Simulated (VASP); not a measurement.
# PbF2 (Fm-3m) in VASP: notebook

PbF2 is run at these levels: PBEsol; tasks: single point.

Everything below comes from runs of VASP 6.6.1. Logs are shortened: lines on timing, memory, paths and dates and some standing lists are left out, and cuts for length are marked.

## 1. The cell of the first run

The structure is cubic, space group Fm-3m (No. 225). Conventional cell: a = 5.921 Å, b = 5.921 Å, c = 5.921 Å, α = 90.00°, β = 90.00°, γ = 90.00°. Within 3.4 Å of Pb (site symmetry m-3m) lie 8 F at 2.56 Å. Within 3.4 Å of F (site symmetry -43m) lie 4 Pb at 2.56 Å and 6 F at 2.96 Å.

## 2. Single point, PBEsol

Contents of INCAR:

```
  ALGO = Normal
  EDIFF = 1E-6
  ENCUT = 600
  GGA = PS
  GGA_COMPAT = F
  ISIF = 2
  ISMEAR = 0
  LASPH = T
  LCHARG = F
  LREAL = F
  LWAVE = F
  NBANDS = 21
  NELM = 120
  PREC = Accurate
  SIGMA = 0.01
```

Contents of KPOINTS:

```
k-points
0
Gamma
  6 6 6
```

Contents of POSCAR:

```
PbF2
1.0
    0.0000000000      2.9604390429      2.9604390429
    2.9604390429      0.0000000000      2.9604390429
    2.9604390429      2.9604390429      0.0000000000
Pb F
1 2
Direct
    0.0000000000      0.0000000000      0.0000000000
    0.2500000000      0.2500000000      0.2500000000
    0.7500000000      0.7500000000      0.7500000000
```

Potentials or basis: VASP PAW PBE potentials, release 64 (Pb_d, F).

On the command line:

```
cat potpaw_PBE.64/Pb_d/POTCAR potpaw_PBE.64/F/POTCAR > POTCAR
mpirun -np 1 vasp_std > vasp.out
```

OUTCAR:

```text
EDIFF = 1E-6
   ENCUT = 600
   GGA = PS
   ISIF = 2
   ISMEAR = 0
   LASPH = T
   LREAL = F
   NELM = 120
   PREC = Accurate

 ion  position               nearest neighbor table
   1  0.000  0.000  0.000-   3 2.56   3 2.56   3 2.56   2 2.56   3 2.56   2 2.56   2 2.56   2 2.56

   2  0.250  0.250  0.250-   1 2.56   1 2.56   1 2.56   1 2.56
   3  0.750  0.750  0.750-   1 2.56   1 2.56   1 2.56   1 2.56

  LATTYP: Found a face centered cubic cell.
 ALAT       =     5.9208780858

  Lattice vectors:

 A1 = (   0.0000000000,   2.9604390429,   2.9604390429)
 A2 = (   2.9604390429,   0.0000000000,   2.9604390429)
 A3 = (   2.9604390429,   2.9604390429,   0.0000000000)

Analysis of symmetry for initial positions (statically):
=====================================================================
 Subroutine PRICEL returns:
 Original cell was already a primitive cell.

 Routine SETGRP: Setting up the symmetry group for a
 face centered cubic supercell.

 Subroutine GETGRP returns: Found 48 space group operations
 (whereof 48 operations were pure point group operations)
 out of a pool of 48 trial point group operations.

The static configuration has the point symmetry O_h .

Analysis of symmetry for dynamics (positions and initial velocities):
=====================================================================
 Subroutine PRICEL returns:
 Original cell was already a primitive cell.

 Routine SETGRP: Setting up the symmetry group for a
 face centered cubic supercell.

 Subroutine GETGRP returns: Found 48 space group operations
 (whereof 48 operations were pure point group operations)
 out of a pool of 48 trial point group operations.

The dynamic configuration has the point symmetry O_h .

 Subroutine INISYM returns: Found 48 space group operations
 (whereof 48 operations are pure point group operations),
 and found     1 'primitive' translations

----------------------------------------------------------------------------------------

                                     Primitive cell

  volume of cell :      51.8918

  direct lattice vectors                    reciprocal lattice vectors
     0.000000000  2.960439043  2.960439043    -0.168893868  0.168893868  0.168893868
     2.960439043  0.000000000  2.960439043     0.168893868 -0.168893868  0.168893868
     2.960439043  2.960439043  0.000000000     0.168893868  0.168893868 -0.168893868

  length of vectors
     4.186693045  4.186693045  4.186693045     0.292532760  0.292532760  0.292532760

  position of ions in fractional coordinates (direct lattice)
     0.000000000  0.000000000  0.000000000
     0.250000000  0.250000000  0.250000000
     0.750000000  0.750000000  0.750000000

  ion indices of the primitive-cell ions
   primitive index   ion index
                 1           1
                 2           2
                 3           3

----------------------------------------------------------------------------------------

 KPOINTS: k-points

Automatic generation of k-mesh.
 Grid dimensions read from file:
 generate k-points for:    6    6    6

 Generating k-lattice:

  Cartesian coordinates                     Fractional coordinates (reciprocal lattice)
    -0.028148978  0.028148978  0.028148978     0.166666667  0.000000000  0.000000000
     0.028148978 -0.028148978  0.028148978     0.000000000  0.166666667  0.000000000
     0.028148978  0.028148978 -0.028148978     0.000000000  0.000000000  0.166666667

  Length of vectors
     0.048755460  0.048755460  0.048755460

  Shift w.r.t. Gamma in fractional coordinates (k-lattice)
     0.000000000  0.000000000  0.000000000

 Subroutine IBZKPT returns following result:
 ===========================================

 Found     16 irreducible k-points:

 Following reciprocal coordinates:
            Coordinates               Weight
  0.000000  0.000000  0.000000      1.000000
  0.166667  0.000000  0.000000      8.000000
  0.333333  0.000000  0.000000      8.000000
  0.500000  0.000000  0.000000      4.000000
  0.166667  0.166667  0.000000      6.000000
  0.333333  0.166667  0.000000     24.000000
[... 8 lines left out ...]
 -0.333333  0.333333  0.166667     24.000000
 -0.333333  0.500000  0.166667     12.000000
   k-points           NKPTS =     16   k-points in BZ     NKDIM =     16   number of bands    NBANDS=     21
   number of dos      NEDOS =    301   number of ions     NIONS =      3
   total plane-waves  NPLWV =  46656
   dimension x,y,z NGX =    36 NGY =   36 NGZ =   36
   dimension x,y,z NGXF=    72 NGYF=   72 NGZF=   72
   ions per type =               1   2
   NGX,Y,Z   is equivalent  to a cutoff of  14.29, 14.29, 14.29 a.u.
   NGXF,Y,Z  is equivalent  to a cutoff of  28.59, 28.59, 28.59 a.u.
 SYSTEM =  unknown system
   PREC   = accura    normal or accurate (medium, high low for compatibility)
   ISTART =      0    job   : 0-new  1-cont  2-samecut
   ICHARG =      2    charge: 1-file 2-atom 10-const
   ISPIN  =      1    spin polarized calculation?
   LNONCOLLINEAR =      F non collinear calculations
   LSORBIT =      F    spin-orbit coupling
   LASPH  =      T    aspherical Exc in radial PAW
   ENCUT  =  600.0 eV  44.10 Ry    6.64 a.u.   8.36  8.36  8.36*2*pi/ulx,y,z
   NELM   =    120;   NELMIN=  2; NELMDL= -5     # of ELM steps
   EDIFF  = 0.1E-05   stopping-criterion for ELM
   LREAL  =      F    real-space projection
   EDIFFG = 0.1E-04   stopping-criterion for IOM
   NSW    =      0    number of steps for IOM
   IBRION =     -1    ionic relax: 0-MD 1-quasi-New 2-CG
   NFREE  =      0    steps in history (QN), initial steepest desc. (CG)
   ISIF   =      2    stress and relaxation
   ISYM   =      2    0-nonsym 1-usesym 2-fastsym
   POTIM  = 0.5000    time-step for ionic-motion
   TEBEG  =    0.0;   TEEND  =   0.0 temperature during run
   PSTRESS=    0.0 pullay stress
   NELECT =      28.0000    total number of electrons
   NUPDOWN=      -1.0000    fix difference up-down
   EMIN   =  10.00;   EMAX   =-10.00  energy-range for DOS
   EFERMI =   0.00;   METHOD = LEGACY
   ISMEAR =     0;   SIGMA  =   0.01  broadening in eV -4-tet -1-fermi 0-gaus
   EFERMI_NEDOS =   21; number of points for ismear=-14 and -15
   IALGO  =     38    algorithm
   IMIX   =      4    mixing-type and parameters
     AMIX     =   0.40;   BMIX     =  1.00
     AMIX_MAG =   1.60;   BMIX_MAG =  1.00
  volume/ion in A,a.u.               =      17.30       116.73
  Fermi-wavevector in a.u.,A,eV,Ry     =   1.332789  2.518606 24.168388  1.776326
  Thomas-Fermi vector in A             =   2.461697
   LORBIT       =      0    0 simple, 1 ext, 2 COOP (PROOUT), +10 PAW based schemes
   GGA     = PS    functional components
   LHFCALC =     F    Hartree Fock is set to
   AEXX    =    0.0000 exact exchange contribution
   IVDW    =     0    specifies the selected vdW correction
   LEPSILON=     F    determine dielectric tensor
   LRPA    =     F    only Hartree local field effects (RPA)
 non-spin polarized calculation
 Gauss-broadening in eV      SIGMA  =   0.01
  energy-cutoff  :      600.00
  volume of cell :       51.89
 maximum number of plane-waves:      1759
 NGX is ok and might be reduce to    36
   NGX = 17   NGY = 17   NGZ = 17

 number of electron      28.0000008 magnetization

 Free energy of the ion-electron system (eV)
  ---------------------------------------------------
  ext. energy  EPLUGINS =         0.00000000
  ---------------------------------------------------
  free energy    TOTEN  =       -14.93871238 eV

  energy without entropy =      -14.93871238  energy(sigma->0) =      -14.93871238

 E-fermi :   1.8233     XC(G=0):  -9.6758

 val. band max:        1.7539768941   @ k =  -0.3333   0.3333   0.1667
 cond. band min:       6.0795978650   @ k =   0.5000   0.5000   0.0000
 fundamental gap:      4.3256209709
 Fermi energy:         1.8232908406

 k-point     1 :       0.0000    0.0000    0.0000
  band No.  band energies     occupation
      1     -19.2276      2.00000
      2     -18.5824      2.00000
      3     -12.5919      2.00000
      4     -12.5919      2.00000
      5     -12.5919      2.00000
      6     -12.5268      2.00000
[... 13 lines left out ...]
     20      16.7601      0.00000
     21      19.1456      0.00000

 k-point     2 :       0.1667    0.0000    0.0000
  band No.  band energies     occupation
      1     -19.1736      2.00000
      2     -18.6315      2.00000
      3     -12.5813      2.00000
      4     -12.5813      2.00000
      5     -12.5347      2.00000
      6     -12.5260      2.00000
[... 13 lines left out ...]
     20      16.1443      0.00000
     21      18.1906      0.00000

 k-point     3 :       0.3333    0.0000    0.0000
  band No.  band energies     occupation
      1     -19.0444      2.00000
      2     -18.7466      2.00000
      3     -12.5720      2.00000
      4     -12.5720      2.00000
      5     -12.5124      2.00000
      6     -12.5124      2.00000
[... 13 lines left out ...]
     20      15.5533      0.00000
     21      16.6054      0.00000

 k-point     4 :       0.5000    0.0000    0.0000
  band No.  band energies     occupation
      1     -18.9293      2.00000
      2     -18.8526      2.00000
      3     -12.5727      2.00000
      4     -12.5727      2.00000
      5     -12.5001      2.00000
      6     -12.5001      2.00000
[... 13 lines left out ...]
     20      15.3910      0.00000
     21      15.9193      0.00000

 k-point     5 :       0.1667    0.1667    0.0000
  band No.  band energies     occupation
      1     -19.1572      2.00000
      2     -18.6455      2.00000
      3     -12.5695      2.00000
      4     -12.5695      2.00000
      5     -12.5353      2.00000
      6     -12.5280      2.00000
[... 13 lines left out ...]
     20      17.0122      0.00000
     21      18.1792      0.00000
[... 190 lines left out ...]
     20      18.2848      0.00000
     21      18.9687      0.00000

 k-point    14 :       0.5000    0.3333    0.1667
  band No.  band energies     occupation
      1     -18.9726      2.00000
      2     -18.8029      2.00000
      3     -12.5495      2.00000
      4     -12.5276      2.00000
      5     -12.5243      2.00000
      6     -12.4801      2.00000
[... 13 lines left out ...]
     20      17.5451      0.00000
     21      18.3804      0.00000

 k-point    15 :      -0.3333    0.3333    0.1667
  band No.  band energies     occupation
      1     -18.8932      2.00000
      2     -18.8740      2.00000
      3     -12.5478      2.00000
      4     -12.5288      2.00000
      5     -12.5062      2.00000
      6     -12.4525      2.00000
[... 13 lines left out ...]
     20      18.1598      0.00000
     21      18.2056      0.00000

 k-point    16 :      -0.3333    0.5000    0.1667
  band No.  band energies     occupation
      1     -18.9087      2.00000
      2     -18.8533      2.00000
      3     -12.5538      2.00000
      4     -12.5117      2.00000
      5     -12.4996      2.00000
      6     -12.4642      2.00000
[... 13 lines left out ...]
     20      16.9823      0.00000
     21      18.2355      0.00000

------------------------ aborting loop because EDIFF is reached ----------------------------------------

  FORCE on cell =-STRESS in cart. coord.  units (eV):
  Direction    XX          YY          ZZ          XY          YZ          ZX
  --------------------------------------------------------------------------------------
  -------------------------------------------------------------------------------------
  Total       -0.3453232     -0.3453232     -0.3453232      0.0000000      0.0000000     -0.0000000
  in kB      -10.6619816    -10.6619816    -10.6619816      0.0000000      0.0000000     -0.0000000
  external PRESSURE =     -10.6619816 kB  Pullay stress =       0.0000000 kB

 VOLUME and BASIS-vectors are now :
 -----------------------------------------------------------------------------
  energy-cutoff  :      600.00
  volume of cell :       51.89
      direct lattice vectors                 reciprocal lattice vectors
     0.000000000  2.960439043  2.960439043    -0.168893868  0.168893868  0.168893868
     2.960439043  0.000000000  2.960439043     0.168893868 -0.168893868  0.168893868
     2.960439043  2.960439043  0.000000000     0.168893868  0.168893868 -0.168893868

 POSITION                                       TOTAL-FORCE (eV/Angst)
 -----------------------------------------------------------------------------------
      0.00000      0.00000      0.00000         0.000000      0.000000      0.000000
      1.48022      1.48022      1.48022        -0.000000     -0.000000     -0.000000
      4.44066      4.44066      4.44066         0.000000      0.000000      0.000000
 -----------------------------------------------------------------------------------
    total drift:                                0.000000      0.000000      0.000000

  FREE ENERGIE OF THE ION-ELECTRON SYSTEM (eV)
  ---------------------------------------------------
  free  energy   TOTEN  =       -14.9387123793 eV

  energy  without entropy=      -14.9387123793  energy(sigma->0) =      -14.93871238
```

It took 13 s on 1 thread of Intel Xeon Platinum 8559C (Emerald Rapids), shared host; peak memory 0.21 GiB.

What came out:

| Property | Result |
| --- | --- |
| Free energy | -14.9387 eV |
| Pressure | -1.1 GPa |
| Band gap on the k mesh | 4.33 eV, indirect (least direct gap 4.46 eV) |

Caveat: the PAW data sets were made with another functional, which shifts forces and pressure a little; spin-orbit coupling is left out, which moves the levels of the heavy elements.

## 3. Single point, PBEsol

Contents of INCAR:

```
SYSTEM = PbF2
PREC = Accurate ; ENCUT = 600
EDIFF = 1E-6 ; ISMEAR = 0
SIGMA = 0.05 ; LREAL = .False.
LASPH = .True. ; NELM = 120
ALGO = Normal ; ISIF = 2
LWAVE = .False. ; LCHARG = .False.
GGA = PS ; NBANDS = 21
GGA_COMPAT = .False.
```

Contents of KPOINTS:

```
Automatic mesh
0
Gamma
  6 6 6
  0 0 0
```

POSCAR is that of step 2.

Potentials or basis: VASP PAW PBE potentials, release 64 (Pb_d, F).

On the command line:

```
cat potpaw_PBE.64/Pb_d/POTCAR potpaw_PBE.64/F/POTCAR > POTCAR
mpirun -np 1 vasp_std > vasp.out
```

Wall time 12 s (1 thread of Intel Xeon Platinum 8559C (Emerald Rapids), shared host); peak memory 0.21 GiB.

The run converged. Its results:

| Quantity | Value |
| --- | --- |
| Free energy | -14.9387 eV |
| Pressure | -1.1 GPa |
| Band gap on the k mesh | 4.33 eV, indirect (least direct gap 4.46 eV) |

Levels at points of the mesh, in eV from the valence-band top:
| k point | band 12 | band 13 | band 14 | band 15 | band 16 | band 17 |
| --- | --- | --- | --- | --- | --- | --- |
| (0.00, 0.00, 0.00) | -1.98 | -1.98 | -1.98 | 6.70 | 6.70 | 6.70 |
| (0.50, 0.00, 0.00) | -2.14 | -2.14 | -0.01 | 4.96 | 7.61 | 7.61 |
| (0.50, 0.50, 0.00) | -1.54 | -1.54 | -0.13 | 4.33 | 7.86 | 7.86 |

Caveat: the PAW data sets were made with another functional, which shifts forces and pressure a little; spin-orbit coupling is left out, which moves the levels of the heavy elements. A k mesh can miss the band edges.
